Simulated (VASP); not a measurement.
# Ru (I4/mmm) in VASP: notebook, part 2 of 2

VASP 6.6.1. The steps go on from the part before.

## 3. Single point, PBE

This run uses another cell than the first one, of the same volume but with other edges.

INCAR reads:

```
  ALGO = Fast
  EDIFF = 1E-6
  ENCUT = 520
  GGA = PE
  ISIF = 2
  ISMEAR = 0
  LASPH = True
  LCHARG = True
  LELF = True
  LREAL = False
  LVHAR = True
  LWAVE = False
  NBANDS = 13
  NELM = 100
  PREC = Accurate
  SIGMA = 0.15
```

KPOINTS reads:

```
k-points
0
Gamma
  24 24 24
```

POSCAR reads:

```
Ru
1.0
    0.0000000000      2.0803540087      1.6226761268
    2.0803540087      0.0000000000      1.6226761268
    2.0803540087      2.0803540087      0.0000000000
Ru
1
Direct
    0.0000000000      0.0000000000      0.0000000000
```

Potentials or basis: VASP PAW PBE potentials, release 64 (Ru_pv).

The run is started by

```sh
cat potpaw_PBE.64/Ru_pv/POTCAR > POTCAR
mpirun -np 1 vasp_std > vasp.out
```

OUTCAR:

```text
EDIFF = 1E-6
   ENCUT = 520
   GGA = PE
   ISIF = 2
   ISMEAR = 0
   LASPH = True
   LREAL = False
   NELM = 100
   PREC = Accurate

 ion  position               nearest neighbor table
   1  0.000  0.000  0.000-

  LATTYP: Found a body centered tetragonal cell.
 ALAT       =     2.9420648536
 C/A-ratio  =     1.1030865787

  Lattice vectors:

 A1 = (   0.0000000000,  -2.0803540087,  -1.6226761268)
 A2 = (   0.0000000000,   2.0803540087,  -1.6226761268)
 A3 = (   2.0803540087,   0.0000000000,   1.6226761268)

Analysis of symmetry for initial positions (statically):
=====================================================================
 Subroutine PRICEL returns:
 Original cell was already a primitive cell.

 Routine SETGRP: Setting up the symmetry group for a
 body centered tetragonal supercell.

 Subroutine GETGRP returns: Found 16 space group operations
 (whereof 16 operations were pure point group operations)
 out of a pool of 16 trial point group operations.

The static configuration has the point symmetry D_4h.

Analysis of symmetry for dynamics (positions and initial velocities):
[... 172 lines left out ...]
      6       9.3774      2.00000
      7      10.2662      2.00000
      8      11.6340      2.00000
      9      12.7135      0.00052
     10      22.8909      0.00000
     11      28.3988      0.00000
     12      30.2834      0.00000
     13      30.2834      0.00000
[... 354 lines left out ...]
  band No.  band energies     occupation
      1     -31.1422      2.00000
      2     -30.4783      2.00000
      3     -30.2033      2.00000
      4       6.3846      2.00000
      5       8.3570      2.00000
      6      11.4469      2.00000
      7      12.0371      1.99633
      8      13.8976      0.00000
      9      14.5095      0.00000
     10      22.5758      0.00000
     11      22.8992      0.00000
     12      26.5653      0.00000
     13      31.4435      0.00000

 [... further k-points ...]

------------------------ aborting loop because EDIFF is reached ----------------------------------------

  FORCE on cell =-STRESS in cart. coord.  units (eV):
  Direction    XX          YY          ZZ          XY          YZ          ZX
  --------------------------------------------------------------------------------------
  -------------------------------------------------------------------------------------
  Total       -0.9590067     -0.9590067      2.4318131      0.0000000      0.0000000     -0.0000000
  in kB     -109.3946051   -109.3946051    277.3987125      0.0000000      0.0000000     -0.0000000
  external PRESSURE =      19.5365008 kB  Pullay stress =       0.0000000 kB

 VOLUME and BASIS-vectors are now :
 -----------------------------------------------------------------------------
  energy-cutoff  :      520.00
  volume of cell :       14.05
      direct lattice vectors                 reciprocal lattice vectors
     0.000000000  2.080354009  1.622676127    -0.240343710  0.240343710  0.308132961
     2.080354009  0.000000000  1.622676127     0.240343710 -0.240343710  0.308132961
     2.080354009  2.080354009  0.000000000     0.240343710  0.240343710 -0.308132961

 POSITION                                       TOTAL-FORCE (eV/Angst)
 -----------------------------------------------------------------------------------
      0.00000      0.00000      0.00000        -0.000000      0.000000      0.000000
 -----------------------------------------------------------------------------------
    total drift:                                0.000000     -0.000000      0.000000

  FREE ENERGIE OF THE ION-ELECTRON SYSTEM (eV)
  ---------------------------------------------------
  free  energy   TOTEN  =        -8.7385845712 eV

  energy  without entropy=       -8.7206669017  energy(sigma->0) =       -8.72962574
```

stdout:

```text
POSCAR found type information on POSCAR Ru
 POSCAR found :  1 types and       1 ions
 scaLAPACK will be used
 LDA part: xc-table for (Slater+PW92), standard interpolation
 POSCAR, INCAR and KPOINTS ok, starting setup
 FFT: planning ... GRIDC
 FFT: planning ... GRID_SOFT
 FFT: planning ... GRID
 WAVECAR not read
 entering main loop
```

It took 1.7 min on 1 thread of Intel Xeon Platinum 8488C (Sapphire Rapids), shared host; peak memory 0.29 GiB.

What came out:

- Free energy: -8.7386 eV
- Pressure: 2.0 GPa
- Band gap on the k mesh: zero (bands 7 and 8 overlap by 3.82 eV)

Levels at points of the mesh, in eV from the Fermi level:
```csv
k point,band 4,band 5,band 6,band 7,band 8,band 9,band 10,band 11
"(0.00, 0.00, 0.00)",-7.90,-2.97,-2.97,-2.08,-0.71,0.37,10.55,16.05
"(0.50, 0.00, 0.00)",-6.04,-4.09,-0.84,0.59,1.01,2.28,9.87,10.55
"(0.50, 0.50, 0.00)",-6.25,-6.07,1.63,1.93,1.93,7.45,10.34,10.34
"(0.50, 0.00, 0.50)",-6.16,-5.10,0.65,0.79,1.78,2.52,10.54,10.95
```

## 4. Single point, PBE

This run uses another cell than the first one, of the same volume but with other edges.

INCAR reads:

```
SYSTEM = Ru
PREC = Accurate
ENCUT = 520
EDIFF = 1E-7
ISMEAR = 0
SIGMA = 0.15
LREAL = .False.
LASPH = .True.
NELM = 100
ALGO = Fast
ISIF = 2
LWAVE = .False.
LCHARG = .True.
GGA = PE
LELF = .True.
LVHAR = .True.
NBANDS = 13
```

KPOINTS reads:

```
regular mesh
0
Gamma
  24 24 24
  0 0 0
```

POSCAR reads:

```
Ru
1.0
    0.0000000000      1.7546385263      2.2810300843
    1.7546385263      0.0000000000      2.2810300843
    1.7546385263      1.7546385263      0.0000000000
Ru
1
Direct
    0.0000000000      0.0000000000      0.0000000000
```

The run is started by

```sh
cat potpaw_PBE.64/Ru_pv/POTCAR > POTCAR
mpirun -np 1 vasp_std > vasp.out
```

Run time: 1.7 min. Hardware: 1 thread of Intel Xeon Platinum 8488C (Sapphire Rapids), shared host; peak memory 0.29 GiB.

The run converged. Its results:

* Free energy: -8.6006 eV
* Pressure: 8.0 GPa
* Band gap on the k mesh: zero (bands 7 and 8 overlap by 2.93 eV)

Stress tensor (GPa, compression positive):
```
 29.44   0.00   0.00
  0.00  29.44   0.00
  0.00   0.00 -34.82
```

Levels at points of the mesh, in eV from the Fermi level:
```csv
k point,band 4,band 5,band 6,band 7,band 8,band 9,band 10,band 11
"(0.00, 0.00, 0.00)",-7.79,-4.56,-2.62,-1.06,-1.06,1.56,10.68,16.03
"(0.50, 0.00, 0.00)",-5.91,-3.94,-1.22,1.11,1.15,1.81,10.09,10.68
"(0.50, 0.50, 0.00)",-6.10,-5.83,0.35,1.79,1.79,2.06,8.70,10.68
"(0.50, 0.00, 0.50)",-6.43,-5.35,0.16,0.93,3.78,5.53,10.68,10.83
```

Caveat: the cell stands under pressure.

## 5. Summary

```csv
cell,further INCAR settings,gap on the mesh (eV),pressure (GPa)
"a = 2.815, b = 2.815, c = 2.549 Å, angles 63.1, 63.1, 53.8°, 1 atom",ALGO = Fast; EDIFF = 1e-06; NBANDS = 13,none,1.0
"a = 2.638, b = 2.638, c = 2.942 Å, angles 56.1, 56.1, 67.8°, 1 atom",ALGO = Fast; EDIFF = 1e-06; NBANDS = 13,none,2.0
"a = 2.878, b = 2.878, c = 2.481 Å, angles 64.5, 64.5, 51.1°, 1 atom",ALGO = Fast; EDIFF = 1e-07; NBANDS = 13,none,8.0
```

Alike in all rows: task single point; level PBE; potentials or basis VASP PAW PBE potentials, release 64 (Ru_pv); no spin polarisation; k mesh 24 × 24 × 24; cutoff (eV) 520; smearing gaussian 0.15 eV.

Caveats: the cell stands under pressure (at least some runs).

Absolute energies hang on the potentials; compare differences alone.
